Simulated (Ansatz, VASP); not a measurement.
Two plane-wave programs on O

```
CELL_PARAMETERS angstrom
0.00000 1.50166 3.85553
1.49196 0.00000 3.85553
1.49196 1.50166 0.00000
ATOMIC_POSITIONS crystal
O 0.08085 0.08085 0.91915
O 0.91915 0.91915 0.08085
```

Change from the starting cell: volume 8.638 Å^3 an atom, stretch along c over the lengths across it, relative to the relaxed cell 1.1282.

Alike in both runs: task single point; functional LDA; k mesh 22 × 22 × 22; occupations gaussian, width 0.15 eV; no spin polarisation.

```csv
,VASP,Ansatz
version,VASP 6.6.1,Ansatz 0.2.0
potentials or method,"VASP PAW LDA potentials, release 64 (O), cutoff 520 eV","scalar-relativistic, plane waves, PAW"
valence electrons in the cell,12,12
```

```csv
,VASP,Ansatz,Ansatz less VASP
gap on the k mesh at the Fermi level (eV),none,none,-
pressure (GPa),9.6,5.0,-4.66
"traceless stress, the component that is largest in VASP (GPa)",-37.60,-46.97,-9.370
rms of the force components (eV/Å),1.326,2.057,+0.7314
```

LDA's correlation is that of Perdew and Zunger in VASP and of Perdew and Wang (1992) in Ansatz. Atom by atom the forces differ by 0.731 eV/Å (rms over components). A gap of «none» marks a metal or a gap that the smearing closes.

Noted on VASP's run: the standard files for N, O and F lose accuracy on very short bonds; spin is off for a triplet molecule.
